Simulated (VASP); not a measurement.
# HCl in VASP: further runs, part 2 of 3

VASP 6.6.1.

## (4) Single point, PBE

INCAR reads:

```
SYSTEM = HCl
PREC = Accurate
ENCUT = 520
EDIFF = 1E-6
ISMEAR = -1
SIGMA = 0.02
LREAL = .False.
LASPH = .True.
NELM = 100
ALGO = Normal
ISIF = 2
LWAVE = .False.
LCHARG = .True.
GGA = PE
LELF = .True.
LVHAR = .True.
NBANDS = 36
```

KPOINTS reads:

```
regular mesh
0
Gamma
  1 1 1
  0 0 0
```

POSCAR reads:

```
HCl
1.0
    6.7386640000      0.0000000000      0.0000000000
    0.0000000000      6.7386640000      0.0000000000
    0.0000000000      0.0000000000      6.7386640000
Cl H
6 6
Direct
    0.7820244488      0.0609913182      0.3946924791
    0.7522707765      0.3394738185      0.8435351577
    0.2190641943      0.2190790341      0.6761280871
    0.3044372000      0.7508313221      0.9628614811
    0.5888555951      0.6227940731      0.4357243513
    0.1272952621      0.3870054955      0.2453008490
    0.9021521180      0.1504007323      0.2523200444
    0.5612685244      0.3683222668      0.8285321838
    0.3854324834      0.2049664444      0.6053722221
    0.2375099871      0.7717405112      0.7854821074
    0.7441237610      0.7291949858      0.3588990340
    0.0792738739      0.5239020672      0.1363326618
```

Potentials or basis: VASP PAW PBE potentials, release 64 (Cl, H).

Started as:

```bash
$ cat potpaw_PBE.64/Cl/POTCAR potpaw_PBE.64/H/POTCAR > POTCAR
$ mpirun -np 1 vasp_gam > vasp.out
```

OUTCAR:

```text
SYSTEM = HCl
   PREC = Accurate
   ENCUT = 520
   EDIFF = 1E-6
   ISMEAR = -1
   LREAL = .False.
   LASPH = .True.
   NELM = 100
   ISIF = 2
   GGA = PE

 ion  position               nearest neighbor table
   1  0.782  0.061  0.395-   7 1.39
   2  0.752  0.339  0.844-   8 1.31
   3  0.219  0.219  0.676-   9 1.22
   4  0.304  0.751  0.963-  10 1.29
   5  0.589  0.623  0.436-  11 1.37
   6  0.127  0.387  0.245-  12 1.22
   7  0.902  0.150  0.252-   1 1.39
   8  0.561  0.368  0.829-   2 1.31
   9  0.385  0.205  0.605-   3 1.22
  10  0.238  0.772  0.785-   4 1.29
  11  0.744  0.729  0.359-   5 1.37
  12  0.079  0.524  0.136-   6 1.22

  LATTYP: Found a simple cubic cell.
 ALAT       =     6.7386640000

  Lattice vectors:

 A1 = (   6.7386640000,   0.0000000000,   0.0000000000)
 A2 = (   0.0000000000,   6.7386640000,   0.0000000000)
 A3 = (   0.0000000000,   0.0000000000,   6.7386640000)

Analysis of symmetry for initial positions (statically):
=====================================================================
 Subroutine PRICEL returns:
 Original cell was already a primitive cell.

 Routine SETGRP: Setting up the symmetry group for a
 simple cubic supercell.

 Subroutine GETGRP returns: Found  1 space group operations
 (whereof  1 operations were pure point group operations)
 out of a pool of 48 trial point group operations.

The static configuration has the point symmetry C_1 .

Analysis of symmetry for dynamics (positions and initial velocities):
=====================================================================
[... 128 lines left out ...]
  Fermi-wavevector in a.u.,A,eV,Ry     =   0.882907  1.668452 10.606069  0.779524
  Thomas-Fermi vector in A             =   2.003601
   LORBIT       =      0    0 simple, 1 ext, 2 COOP (PROOUT), +10 PAW based schemes
   GGA     = PE    functional components
   LHFCALC =     F    Hartree Fock is set to
   AEXX    =    0.0000 exact exchange contribution
   IVDW    =     0    specifies the selected vdW correction
   LEPSILON=     F    determine dielectric tensor
   LRPA    =     F    only Hartree local field effects (RPA)
 non-spin polarized calculation
  energy-cutoff  :      520.00
  volume of cell :      306.00
 maximum number of plane-waves:      4109
 NGX is ok and might be reduce to    50
   NGX = 25   NGY = 25   NGZ = 25

 number of electron      47.9999997 magnetization

 Free energy of the ion-electron system (eV)
  ---------------------------------------------------
  ext. energy  EPLUGINS =         0.00000000
  ---------------------------------------------------
  free energy    TOTEN  =       -36.20767674 eV

  energy without entropy =      -36.20767674  energy(sigma->0) =      -36.20767674

 E-fermi :  -2.8874     XC(G=0):  -6.0768

 val. band max:       -3.3836855657   @ k =   0.0000   0.0000   0.0000
 cond. band min:       1.6385274689   @ k =   0.0000   0.0000   0.0000
 fundamental gap:      5.0222130346
 Fermi energy:        -2.8873992803

 k-point     1 :       0.0000    0.0000    0.0000
  band No.  band energies     occupation
      1     -17.9867      2.00000
      2     -17.7448      2.00000
      3     -17.4294      2.00000
      4     -17.1329      2.00000
      5     -16.9271      2.00000
      6     -16.5595      2.00000
[... 28 lines left out ...]
     35       6.2774      0.00000
     36       6.4700      0.00000

------------------------ aborting loop because EDIFF is reached ----------------------------------------

  FORCE on cell =-STRESS in cart. coord.  units (eV):
  Direction    XX          YY          ZZ          XY          YZ          ZX
  --------------------------------------------------------------------------------------
  -------------------------------------------------------------------------------------
  Total        0.9239032      3.2176594      2.2047529     -1.3583338     -1.1003271      1.3642122
  in kB        4.8374408     16.8472589     11.5438079     -7.1120646     -5.7611739      7.1428431
  external PRESSURE =      11.0761692 kB  Pullay stress =       0.0000000 kB

 VOLUME and BASIS-vectors are now :
 -----------------------------------------------------------------------------
  energy-cutoff  :      520.00
  volume of cell :      306.00
      direct lattice vectors                 reciprocal lattice vectors
     6.738664000  0.000000000  0.000000000     0.148397368  0.000000000  0.000000000
     0.000000000  6.738664000  0.000000000     0.000000000  0.148397368  0.000000000
     0.000000000  0.000000000  6.738664000     0.000000000  0.000000000  0.148397368

 POSITION                                       TOTAL-FORCE (eV/Angst)
 -----------------------------------------------------------------------------------
      5.26980      0.41100      2.65970         1.192871      0.632342     -1.512036
      5.06930      2.28760      5.68430        -0.490390      0.109032      0.200626
      1.47620      1.47630      4.55620        -1.904314     -0.020562      0.989691
      2.05150      5.05960      6.48840         0.135982      0.091148     -0.002882
      3.96810      4.19680      2.93620         1.015133      0.665879     -0.699765
      0.85780      2.60790      1.65300         0.543544     -1.632109      1.353977
      6.07930      1.01350      1.70030        -1.131298     -0.624303      1.425048
      3.78220      2.48200      5.58320         0.479388      0.019938      0.182968
      2.59730      1.38120      4.07940         2.153841     -0.249459     -0.981439
      1.60050      5.20050      5.29310        -0.030050      0.071053     -0.095046
      5.01440      4.91380      2.41850        -1.390248     -0.756253      0.723310
      0.53420      3.53040      0.91870        -0.574459      1.693295     -1.584452
 -----------------------------------------------------------------------------------
    total drift:                               -0.000311     -0.000123     -0.000722

  FREE ENERGIE OF THE ION-ELECTRON SYSTEM (eV)
  ---------------------------------------------------
  free  energy   TOTEN  =       -36.2076767420 eV

  energy  without entropy=      -36.2076767420  energy(sigma->0) =      -36.20767674
```

stdout:

```text
POSCAR found type information on POSCAR ClH
 POSCAR found :  2 types and      12 ions
 scaLAPACK will be used
 LDA part: xc-table for (Slater+PW92), standard interpolation
 POSCAR, INCAR and KPOINTS ok, starting setup
 FFT: planning ... GRIDC
 FFT: planning ... GRID_SOFT
 FFT: planning ... GRID
 WAVECAR not read
 entering main loop
```

Run time: 11 s. Hardware: 1 thread of Intel Xeon 6975P-C (Granite Rapids), shared host; peak memory 0.31 GiB.

What came out:

- Free energy: -36.2077 eV
- Pressure: 1.1 GPa
- Largest force: 2.389 eV/Å
- Band gap on the k mesh: 5.02 eV

Forces in eV/Å, atoms in the order of the input:
```
Cl   1.193  0.632 -1.512
Cl  -0.490  0.109  0.201
Cl  -1.904 -0.021  0.990
Cl   0.136  0.091 -0.003
Cl   1.015  0.666 -0.700
Cl   0.544 -1.632  1.354
H   -1.131 -0.624  1.425
H    0.479  0.020  0.183
H    2.154 -0.249 -0.981
H   -0.030  0.071 -0.095
H   -1.390 -0.756  0.723
H   -0.574  1.693 -1.584
```

Stress tensor (GPa, compression positive):
```
 0.48 -0.71  0.71
-0.71  1.68 -0.58
 0.71 -0.58  1.15
```

Levels at points of the mesh, in eV from the valence-band top:
| k point | band 22 | band 23 | band 24 | band 25 | band 26 | band 27 |
| --- | --- | --- | --- | --- | --- | --- |
| (0.00, 0.00, 0.00) | -0.37 | -0.11 | 0.00 | 5.02 | 6.45 | 6.55 |

Caveat: the k points lie up to 0.93 Å⁻¹ apart.

(Continued in part 3 of 3.)
